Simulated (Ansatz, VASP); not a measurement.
# MgSnN: VASP beside Ansatz

```
Mg Sn N
1.0
     3.11845    0.00000    0.00000
     0.00000    3.11845    0.00000
     0.00000    0.00000    4.79237
Mg Sn N
1 1 1
Cartesian
  0.0000 0.0000 0.0000
  1.5592 1.5592 2.3962
  1.5592 1.5592 0.0000
```

Change from the starting cell: species swapped into the TmCoC type (Pmmm, No. 47).

Alike in both runs: functional PBE; k mesh 14 × 14 × 10; occupations gaussian, width 0.1 eV; no spin polarisation.

Ansatz relaxed the structure, and its values are those at the end. VASP's run is a single point on that final structure, the one shown.

```csv
,VASP,Ansatz
version,VASP 6.6.1,Ansatz 0.2.0
potentials or method,"VASP PAW PBE potentials, release 64 (Mg, Sn_d, N), cutoff 520 eV","scalar-relativistic, plane waves, PAW"
valence electrons in the cell,21,29
```

Ansatz gave:

```
gap on the k mesh at the Fermi level (eV) : none
pressure (GPa)                            : 0.0
```

**Question.** Estimate VASP's values.

**Answer.** gap on the k mesh at the Fermi level (eV): none; pressure (GPa): -0.2.

A gap of «none» marks a metal or a gap that the smearing closes. With one functional, cell and mesh, what is left measures potentials, basis and numerics. VASP's potentials hold 21 valence electrons a cell and Ansatz's 29, so a difference there can come from the potentials and not from the codes.
